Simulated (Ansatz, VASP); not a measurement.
**Ir: VASP beside Ansatz**

```
CELL_PARAMETERS angstrom
4.28625 0.00000 0.00000
-2.14313 3.71200 0.00000
0.00000 0.00000 4.71540
ATOMIC_POSITIONS crystal
Ir 0.00000 0.00000 0.25000
Ir 0.00000 0.00000 0.75000
Ir 0.33333 0.66667 0.75000
Ir 0.66667 0.33333 0.25000
```

Alike in both runs: functional r2SCAN; k mesh 6 × 6 × 2; occupations gaussian, width 0.1 eV; no spin polarisation.

Ansatz relaxed the structure, and its values are those at the end. VASP's run is a single point on that final structure, the one shown.

|  | VASP | Ansatz |
| --- | --- | --- |
| version | VASP 6.6.1 | Ansatz 0.2.0 |
| potentials or method | VASP PAW PBE potentials, release 64 (Ir_sv_GW), cutoff 550 eV | scalar-relativistic, plane waves, PAW |
| valence electrons in the cell | 68 | 68 |

|  | VASP | Ansatz | Ansatz less VASP |
| --- | --- | --- | --- |
| gap on the k mesh at the Fermi level (eV) | none | none | - |
| pressure (GPa) | -1.7 | 0.0 | +1.65 |

VASP's potentials were made for PBE, not for r2SCAN. A gap of «none» marks a metal or a gap that the smearing closes.

The k mesh is coarse, so the values compare programs but aren't converged. Spin-orbit coupling is off throughout.
